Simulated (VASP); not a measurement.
# Nb (Im-3m) in VASP: a series of runs

The runs below take Nb through single point, with LDA.

Program: VASP 6.6.1. These are calculated values, not measurements. Logs are shortened: lines on timing, memory, paths and dates and some standing lists are left out, and cuts for length are marked.

## Step 1: The cell of the first run

The structure is cubic, space group Im-3m (No. 229). Conventional cell: a = 3.270 Å, b = 3.270 Å, c = 3.270 Å, α = 90.00°, β = 90.00°, γ = 90.00°. Nb (site symmetry m-3m) has 14 Nb at 2.83 to 3.27 Å within 3.7 Å.

## Step 2: Single point, LDA

INCAR

```
ALGO = Normal
EDIFF = 1E-6
ENCUT = 500
GGA = CA
GGA_COMPAT = False
ISIF = 2
ISMEAR = 0
LASPH = True
LCHARG = False
LREAL = False
LWAVE = False
NBANDS = 12
NELM = 120
PREC = Accurate
SIGMA = 0.1
```

KPOINTS

```
k-points
0
Gamma
  8 8 8
```

POSCAR

```
Nb
1.0
   -1.6350000000      1.6350000000      1.6350000000
    1.6350000000     -1.6350000000      1.6350000000
    1.6350000000      1.6350000000     -1.6350000000
Nb
1
Direct
    0.0000000000      0.0000000000      0.0000000000
```

Potentials or basis: VASP PAW LDA potentials, release 64 (Nb_sv).

Launch:

```bash
cat potpaw_LDA.64/Nb_sv/POTCAR > POTCAR
mpirun -np 1 vasp_std > vasp.out
```

OUTCAR:

```text
EDIFF = 1E-6
   ENCUT = 500
   GGA = CA
   ISIF = 2
   ISMEAR = 0
   LASPH = True
   LREAL = False
   NELM = 120
   PREC = Accurate

 ion  position               nearest neighbor table
   1  0.000  0.000  0.000-

  LATTYP: Found a body centered cubic cell.
 ALAT       =     3.2700000000

  Lattice vectors:

 A1 = (  -1.6350000000,   1.6350000000,   1.6350000000)
 A2 = (   1.6350000000,  -1.6350000000,   1.6350000000)
 A3 = (   1.6350000000,   1.6350000000,  -1.6350000000)

Analysis of symmetry for initial positions (statically):
=====================================================================
 Subroutine PRICEL returns:
 Original cell was already a primitive cell.

 Routine SETGRP: Setting up the symmetry group for a
 body centered cubic supercell.

 Subroutine GETGRP returns: Found 48 space group operations
 (whereof 48 operations were pure point group operations)
 out of a pool of 48 trial point group operations.

The static configuration has the point symmetry O_h .

Analysis of symmetry for dynamics (positions and initial velocities):
=====================================================================
 Subroutine PRICEL returns:
 Original cell was already a primitive cell.

 Routine SETGRP: Setting up the symmetry group for a
 body centered cubic supercell.

 Subroutine GETGRP returns: Found 48 space group operations
 (whereof 48 operations were pure point group operations)
 out of a pool of 48 trial point group operations.

The dynamic configuration has the point symmetry O_h .

 Subroutine INISYM returns: Found 48 space group operations
 (whereof 48 operations are pure point group operations),
 and found     1 'primitive' translations

----------------------------------------------------------------------------------------

                                     Primitive cell

  volume of cell :      17.4829

  direct lattice vectors                    reciprocal lattice vectors
    -1.635000000  1.635000000  1.635000000     0.000000000  0.305810398  0.305810398
     1.635000000 -1.635000000  1.635000000     0.305810398  0.000000000  0.305810398
     1.635000000  1.635000000 -1.635000000     0.305810398  0.305810398  0.000000000

  length of vectors
     2.831903070  2.831903070  2.831903070     0.432481212  0.432481212  0.432481212

  position of ions in fractional coordinates (direct lattice)
     0.000000000  0.000000000  0.000000000

  ion indices of the primitive-cell ions
   primitive index   ion index
                 1           1

----------------------------------------------------------------------------------------

 KPOINTS: k-points

Automatic generation of k-mesh.
 Grid dimensions read from file:
 generate k-points for:    8    8    8

 Generating k-lattice:

  Cartesian coordinates                     Fractional coordinates (reciprocal lattice)
     0.000000000  0.038226300  0.038226300     0.125000000  0.000000000  0.000000000
     0.038226300  0.000000000  0.038226300     0.000000000  0.125000000  0.000000000
     0.038226300  0.038226300  0.000000000     0.000000000  0.000000000  0.125000000

  Length of vectors
     0.054060151  0.054060151  0.054060151

  Shift w.r.t. Gamma in fractional coordinates (k-lattice)
     0.000000000  0.000000000  0.000000000

 Subroutine IBZKPT returns following result:
 ===========================================

 Found     29 irreducible k-points:

 Following reciprocal coordinates:
            Coordinates               Weight
  0.000000  0.000000  0.000000      1.000000
  0.125000  0.000000  0.000000     12.000000
  0.250000  0.000000  0.000000     12.000000
  0.375000  0.000000  0.000000     12.000000
  0.500000  0.000000  0.000000      6.000000
  0.125000  0.125000  0.000000     24.000000
[... 16 lines left out ...]
 -0.250000  0.250000  0.250000      6.000000
 -0.375000  0.375000  0.250000     24.000000
 [... further k-points ...]
   k-points           NKPTS =     29   k-points in BZ     NKDIM =     29   number of bands    NBANDS=     12
   number of dos      NEDOS =    301   number of ions     NIONS =      1
   total plane-waves  NPLWV =  13824
   dimension x,y,z NGX =    24 NGY =   24 NGZ =   24
   dimension x,y,z NGXF=    48 NGYF=   48 NGZF=   48
   ions per type =               1
   NGX,Y,Z   is equivalent  to a cutoff of  14.09, 14.09, 14.09 a.u.
   NGXF,Y,Z  is equivalent  to a cutoff of  28.18, 28.18, 28.18 a.u.
 SYSTEM =  unknown system
   PREC   = accura    normal or accurate (medium, high low for compatibility)
   ISTART =      0    job   : 0-new  1-cont  2-samecut
   ICHARG =      2    charge: 1-file 2-atom 10-const
   ISPIN  =      1    spin polarized calculation?
   LNONCOLLINEAR =      F non collinear calculations
   LSORBIT =      F    spin-orbit coupling
   LASPH  =      T    aspherical Exc in radial PAW
   ENCUT  =  500.0 eV  36.75 Ry    6.06 a.u.   5.16  5.16  5.16*2*pi/ulx,y,z
   NELM   =    120;   NELMIN=  2; NELMDL= -5     # of ELM steps
   EDIFF  = 0.1E-05   stopping-criterion for ELM
   LREAL  =      F    real-space projection
   EDIFFG = 0.1E-04   stopping-criterion for IOM
   NSW    =      0    number of steps for IOM
   IBRION =     -1    ionic relax: 0-MD 1-quasi-New 2-CG
   NFREE  =      0    steps in history (QN), initial steepest desc. (CG)
   ISIF   =      2    stress and relaxation
   ISYM   =      2    0-nonsym 1-usesym 2-fastsym
   POTIM  = 0.5000    time-step for ionic-motion
   TEBEG  =    0.0;   TEEND  =   0.0 temperature during run
   PSTRESS=    0.0 pullay stress
   NELECT =      13.0000    total number of electrons
   NUPDOWN=      -1.0000    fix difference up-down
   EMIN   =  10.00;   EMAX   =-10.00  energy-range for DOS
   EFERMI =   0.00;   METHOD = LEGACY
   ISMEAR =     0;   SIGMA  =   0.10  broadening in eV -4-tet -1-fermi 0-gaus
   EFERMI_NEDOS =   21; number of points for ismear=-14 and -15
   IALGO  =     38    algorithm
   IMIX   =      4    mixing-type and parameters
     AMIX     =   0.40;   BMIX     =  1.00
     AMIX_MAG =   1.60;   BMIX_MAG =  1.00
  volume/ion in A,a.u.               =      17.48       117.98
  Fermi-wavevector in a.u.,A,eV,Ry     =   1.483149  2.802746 29.929167  2.199732
  Thomas-Fermi vector in A             =   2.596847
   LORBIT       =      0    0 simple, 1 ext, 2 COOP (PROOUT), +10 PAW based schemes
   GGA     = CA    functional components
   LHFCALC =     F    Hartree Fock is set to
   AEXX    =    0.0000 exact exchange contribution
   IVDW    =     0    specifies the selected vdW correction
   LEPSILON=     F    determine dielectric tensor
   LRPA    =     F    only Hartree local field effects (RPA)
 non-spin polarized calculation
 Gauss-broadening in eV      SIGMA  =   0.10
  energy-cutoff  :      500.00
  volume of cell :       17.48
 maximum number of plane-waves:       466
 NGX is ok and might be reduce to    24
   NGX = 11   NGY = 11   NGZ = 11

 number of electron      13.0000001 magnetization

 Free energy of the ion-electron system (eV)
  ---------------------------------------------------
  ext. energy  EPLUGINS =         0.00000000
  ---------------------------------------------------
  free energy    TOTEN  =       -11.27675175 eV

  energy without entropy =      -11.26975073  energy(sigma->0) =      -11.27325124

 E-fermi :  11.2702     XC(G=0): -12.8731

 val. band max:       11.2525856172   @ k =   0.3750   0.2500   0.0000
 cond. band min:      11.2875242681   @ k =   0.2500   0.0000   0.0000
 fundamental gap:      0.0349386508
 Fermi energy:        11.2702224876

 k-point     1 :       0.0000    0.0000    0.0000
  band No.  band energies     occupation
      1     -42.6523      2.00000
      2     -18.0313      2.00000
      3     -18.0313      2.00000
      4     -18.0313      2.00000
      5       5.4356      2.00000
      6      11.7220      0.00000
      7      11.7220      0.00000
      8      11.7220      0.00000
      9      14.7287      0.00000
     10      14.7287      0.00000
     11      25.7344      0.00000
     12      25.7344      0.00000

 k-point     2 :       0.1250    0.0000    0.0000
  band No.  band energies     occupation
      1     -42.6118      2.00000
      2     -18.2687      2.00000
      3     -18.1032      2.00000
      4     -18.0335      2.00000
      5       6.0766      2.00000
      6      11.3372      0.34383
      7      11.5929      0.00001
      8      12.3592      0.00000
      9      14.2541      0.00000
     10      14.7389      0.00000
     11      26.2033      0.00000
     12      26.8583      0.00000

 k-point     3 :       0.2500    0.0000    0.0000
  band No.  band energies     occupation
      1     -42.5126      2.00000
      2     -18.8161      2.00000
      3     -18.2730      2.00000
      4     -18.0390      2.00000
      5       7.4023      2.00000
      6      10.5412      2.00000
      7      11.2875      0.80670
      8      14.1422      0.00000
      9      14.1990      0.00000
     10      14.8860      0.00000
     11      25.9639      0.00000
     12      27.7444      0.00000
[... 286 lines left out ...]
 k-point    23 :      -0.2500    0.2500    0.2500
  band No.  band energies     occupation
      1     -42.3936      2.00000
      2     -18.8477      2.00000
      3     -18.5369      2.00000
      4     -18.5369      2.00000
      5       8.9295      2.00000
      6      10.2064      2.00000
      7      12.3646      0.00000
      8      12.3646      0.00000
      9      13.9554      0.00000
     10      16.2825      0.00000
     11      26.2825      0.00000
     12      30.0292      0.00000

 k-point    24 :      -0.3750    0.3750    0.2500
  band No.  band energies     occupation
      1     -42.3078      2.00000
      2     -19.1504      2.00000
      3     -18.7162      2.00000
      4     -18.5841      2.00000
      5       8.9280      2.00000
      6       9.4673      2.00000
      7      12.3608      0.00000
      8      13.1447      0.00000
      9      16.0122      0.00000
     10      17.4409      0.00000
     11      25.5884      0.00000
     12      27.4931      0.00000

 [... further k-points ...]
[... 5 lines left out ...]
  --------------------------------------------------------------------------------------
  -------------------------------------------------------------------------------------
  Total       -0.3479388     -0.3479388     -0.3479388      0.0000000      0.0000000      0.0000000
  in kB      -31.8860091    -31.8860091    -31.8860091      0.0000000      0.0000000      0.0000000
  external PRESSURE =     -31.8860091 kB  Pullay stress =       0.0000000 kB

 VOLUME and BASIS-vectors are now :
 -----------------------------------------------------------------------------
  energy-cutoff  :      500.00
  volume of cell :       17.48
      direct lattice vectors                 reciprocal lattice vectors
    -1.635000000  1.635000000  1.635000000     0.000000000  0.305810398  0.305810398
     1.635000000 -1.635000000  1.635000000     0.305810398  0.000000000  0.305810398
     1.635000000  1.635000000 -1.635000000     0.305810398  0.305810398  0.000000000

 POSITION                                       TOTAL-FORCE (eV/Angst)
 -----------------------------------------------------------------------------------
      0.00000      0.00000      0.00000         0.000000     -0.000000      0.000000
 -----------------------------------------------------------------------------------
    total drift:                                0.000000      0.000000     -0.000000

  FREE ENERGIE OF THE ION-ELECTRON SYSTEM (eV)
  ---------------------------------------------------
  free  energy   TOTEN  =       -11.2767517518 eV

  energy  without entropy=      -11.2697507302  energy(sigma->0) =      -11.27325124
```

Wall time 9.6 s (1 thread of Intel Xeon 8259CL, shared host); peak memory 0.13 GiB.

Results:

- Free energy: -11.2768 eV
- Pressure: -3.2 GPa
- Band gap on the k mesh: zero (an odd number of electrons rules out a gap without spin polarisation)

Caveat: the cell stands under tension.

## Step 3: Single point, LDA

This run uses another cell than the first one, of 17.13 Å³/atom.

INCAR

```
SYSTEM = Nb
ALGO     = Normal         ! electronic algorithm
EDIFF    = 1E-6           ! SCF threshold, eV
ENCUT    = 500            ! plane-wave cutoff, eV
GGA_COMPAT= .False.      
ISIF     = 2              ! what is computed and relaxed
ISMEAR   = 0              ! smearing method
LASPH    = .True.         ! aspherical terms in the spheres
LCHARG   = .False.        ! write CHGCAR
LREAL    = .False.        ! projectors in reciprocal space
LWAVE    = .False.        ! write WAVECAR
NBANDS   = 12             ! bands
NELM     = 120            ! most SCF steps
PREC     = Accurate       ! precision mode
SIGMA    = 0.1            ! smearing width, eV
```

KPOINTS

```
k-points
0
Gamma
  18 18 18
  0 0 0
```

POSCAR

```
Nb
1.0
   -1.6237862604      1.6237862604      1.6237862604
    1.6237862604     -1.6237862604      1.6237862604
    1.6237862604      1.6237862604     -1.6237862604
Nb
1
Direct
    0.0000000000      0.0000000000      0.0000000000
```

Potentials or basis: VASP PAW LDA potentials, release 64 (Nb_sv).

Launch:

```bash
cat potpaw_LDA.64/Nb_sv/POTCAR > POTCAR
mpirun -np 1 vasp_std > vasp.out
```

Wall time 44 s (1 thread of Intel Xeon 8259CL, shared host); peak memory 0.16 GiB.

It converged, with:

| Item | Value |
| --- | --- |
| Free energy | -11.2585 eV |
| Pressure | -0.2 GPa |
| Band gap on the k mesh | zero (an odd number of electrons rules out a gap without spin polarisation) |

Levels at points of the mesh, in eV from the Fermi level:
```csv
k point,band 3,band 4,band 5,band 6,band 7,band 8,band 9,band 10
"(0.00, 0.00, 0.00)",-29.34,-29.34,-6.00,0.32,0.32,0.32,3.40,3.40
"(0.50, 0.00, 0.00)",-29.84,-29.36,-3.94,-1.83,2.61,3.47,4.19,6.82
"(0.50, 0.50, 0.50)",-30.43,-30.43,-4.04,-4.04,5.97,5.97,5.97,9.52
```
